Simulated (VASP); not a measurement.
Cs4LiCa3F12 (a cell with a defect), 40 atoms in the cell. The cell holds a defect, 40 atoms: a = 8.989 Å, b = 8.989 Å, c = 8.989 Å, α = 90.00°, β = 90.00°, γ = 90.00°. 

| Quantity | Value |
| --- | --- |
| Program | VASP 6.6.1 |
| Task | relaxation of the atoms |
| Functional | PBEsol |
| Potentials or basis | VASP PAW PBE potentials, release 64 (Cs_sv, Li_sv, Ca_sv, F) |
| Cutoff | 650 eV |
| k mesh | 1 × 1 × 1, shifted |
| Occupations | fermi-dirac, width 0.05 eV |
| Spin | no spin polarisation |
| Dipole correction | no |
| Further INCAR settings | LREAL = Auto; ALGO = Normal; EDIFF = 1e-07; ISYM = 0; IBRION = 2; EDIFFG = -0.03; NSW = 100 |

Potentials or basis: VASP PAW PBE potentials, release 64 (Cs_sv, Li_sv, Ca_sv, F).

Run with:

```sh
$ cat potpaw_PBE.64/Cs_sv/POTCAR potpaw_PBE.64/Li_sv/POTCAR potpaw_PBE.64/Ca_sv/POTCAR potpaw_PBE.64/F/POTCAR > POTCAR
$ mpirun -np 4 vasp_std > vasp.out
```

Hardware: 4 MPI ranks on Intel(R) Xeon(R) 6975P-C (Granite Rapids), on a shared host.

**Question.** Estimate the wall time of this run.

**Answer.** It took 53 min on 4 MPI ranks on Intel(R) Xeon(R) 6975P-C (Granite Rapids), on a shared host, peak memory 0.47 GiB a rank. Counts: scf iterations 185, k points 4, ion steps 10.
